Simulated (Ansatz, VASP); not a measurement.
**Ti: VASP beside Ansatz**

Contents of INCAR:

```
PREC = Accurate
ENCUT = 600
EDIFF = 1E-7
ISMEAR = 1
SIGMA = 0.1
LREAL = F
LASPH = T
NELM = 80
ALGO = Normal
ISIF = 3
LWAVE = F
LCHARG = F
GGA = PE
IBRION = 2
NSW = 80
EDIFFG = -0.005
```

The input KPOINTS:

```
Automatic mesh
0
Gamma
  15 15 8
```

The input POSCAR:

```
Ti
1.0
    2.9357319000      0.0000000000      0.0000000000
   -1.4678660000      2.5424184000      0.0000000000
    0.0000000000      0.0000000000      4.6408562000
Ti
2
Direct
    0.3333333300      0.6666666700      0.2500000000
    0.6666666700      0.3333333300      0.7500000000
```

Input for Ansatz:

```yaml
crystal:
  lattice:
    - [2.9357319, 0.0, 0.0]
    - [-1.467866, 2.5424184, 0.0]
    - [0.0, 0.0, 4.6408562]
  atoms:
    - { symbol: Ti, position: [0.33333333, 0.66666667, 0.25] }
    - { symbol: Ti, position: [0.66666667, 0.33333333, 0.75] }
basis:
  ecutwfc: 420
  xc_grid: 2
hamiltonian:
  xc: pbe
  pseudopotentials: { kind: paw, azcp: { folder: soft_1 } }
kpoints:
  mp_grid: { grid: [15, 15, 8] }
scf:
  occupations: { method: methfessel_paxton, width: 0.1 }
  max_iter: 120
relax:
  f_tol: 0.005
  max_steps: 60
  cell: {}
output:
  forces: true
  stress: true
checkpoint:
  write: "../cell.run"
  compress: false
  write_wavefunctions: false
  write_every: 100000
```

Alike in both runs: task relaxation of cell and atoms; functional PBE; k mesh 15 × 15 × 8; occupations methfessel-paxton of order 1, width 0.1 eV; no spin polarisation.

|  | VASP | Ansatz |
| --- | --- | --- |
| version | VASP 6.6.1 | Ansatz 0.2.0 |
| potentials or method | VASP PAW PBE potentials, release 64 (Ti_sv), cutoff 600 eV | plane-wave PAW DFT |
| valence electrons in the cell | 24 | 24 |

```tsv
	VASP	Ansatz	Ansatz less VASP
relaxed volume (Å³/atom)	17.35	17.39	+0.039
relaxed cell length with the largest relative difference (Å)	4.644	4.649	+0.0045
```
